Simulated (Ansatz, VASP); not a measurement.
**Rh: VASP beside Ansatz**

The input INCAR:

```
SYSTEM = Rh
  PREC = Accurate
  ENCUT = 600
  EDIFF = 1E-6
  ISMEAR = -1
  SIGMA = 0.05
  LREAL = .FALSE.
  LASPH = .TRUE.
  NELM = 100
  ALGO = Fast
  ISIF = 3
  LWAVE = .FALSE.
  LCHARG = .FALSE.
  GGA = PE
  IVDW = 13
  IBRION = 2
  NSW = 60
  EDIFFG = -0.01
```

The input KPOINTS:

```
regular mesh
0
G
  12 12 12
  0 0 0
```

Contents of POSCAR:

```
Rh
1.0
    0.0000000000      1.8978500000      1.8978500000
    1.8978500000      0.0000000000      1.8978500000
    1.8978500000      1.8978500000      0.0000000000
Rh
1
Direct
    0.0000000000      0.0000000000      0.0000000000
```

File input.yaml:

```yaml
crystal:
  lattice:
    - [0.0, 1.89785, 1.89785]
    - [1.89785, 0.0, 1.89785]
    - [1.89785, 1.89785, 0.0]
  atoms:
    - { symbol: Rh, position: [0.0, 0.0, 0.0] }
hamiltonian:
  xc: pbe
  pseudopotentials: { kind: paw }
  dispersion: d4
kpoints:
  mp_grid: { grid: [12, 12, 12] }
scf:
  occupations: { method: fermi_dirac, width: 0.05 }
output:
  forces: true
  stress: true
  write_density: true
  write_potential: true
  elf: true
  volumetric_format: npy
relax:
  f_tol: 0.01
  max_steps: 40
  cell: { stress_tol: 0.05 }
```

Alike in both runs: task relaxation of cell and atoms; functional PBE; dispersion D4; k mesh 12 × 12 × 12; occupations fermi-dirac, width 0.05 eV; no spin polarisation.

|  | VASP | Ansatz |
| --- | --- | --- |
| version | VASP 6.6.1 | Ansatz 0.2.0 |
| potentials or method | VASP PAW PBE potentials, release 64 (Rh_pv) | Ansatz PAW |
| plane-wave cutoff (eV) | 600 | 420 |
| valence electrons in the cell | 15 | 17 |

```tsv
	VASP	Ansatz	Ansatz less VASP
gap on the k mesh at the Fermi level, each at its own relaxed structure (eV)	none	none	-
relaxed volume (Å³/atom)	13.58	13.59	+0.006
relaxed cell length with the largest relative difference (Å)	2.678	2.679	+0.0004
```

A gap of «none» marks a metal or a gap that the smearing closes. VASP's potentials hold 15 valence electrons a cell and Ansatz's 17, so a difference there can come from the potentials and not from the codes.

Noted on Ansatz's run: the plane-wave basis is chosen anew once the cell has moved, so the energies of steps on either side of that aren't comparable.
